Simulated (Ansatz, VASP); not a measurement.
# One calculation of Os, two programs

```xyz
2
Lattice="2.7175 0.0000 0.0000 -1.3588 2.3534 0.0000 0.0000 0.0000 4.2845" Properties=species:S:1:pos:R:3 pbc="T T T"
Os    0.0000    1.5690    1.0711
Os    1.3588    0.7845    3.2133
```

Alike in both runs: task single point; functional LDA; k mesh 13 × 13 × 8; occupations fermi-dirac, width 0.03 eV; no spin polarisation.

```csv
,VASP,Ansatz
version,VASP 6.6.1,Ansatz 0.2.0
potentials or method,"VASP PAW LDA potentials, release 64 (Os), cutoff 520 eV","plane waves (420 eV) with PAW, scalar-relativistic"
valence electrons in the cell,16,32
```

Ansatz gave:

| Quantity | Value |
| --- | --- |
| pressure (GPa) | -0.1 |
| traceless stress, the component that is largest in VASP (GPa) | -0.75 |

**Question.** What did VASP give for the same quantities?

**Answer.** Pressure (GPa): 0.9; traceless stress, the component that is largest in VASP (GPa): -0.86.

Ansatz warns that its potentials were made for another functional, while VASP's fit it. LDA's correlation is that of Perdew and Zunger in VASP and of Perdew and Wang (1992) in Ansatz. VASP's potentials hold 16 valence electrons a cell and Ansatz's 32, so a difference there can come from the potentials and not from the codes.

Neither program's run includes spin-orbit coupling.
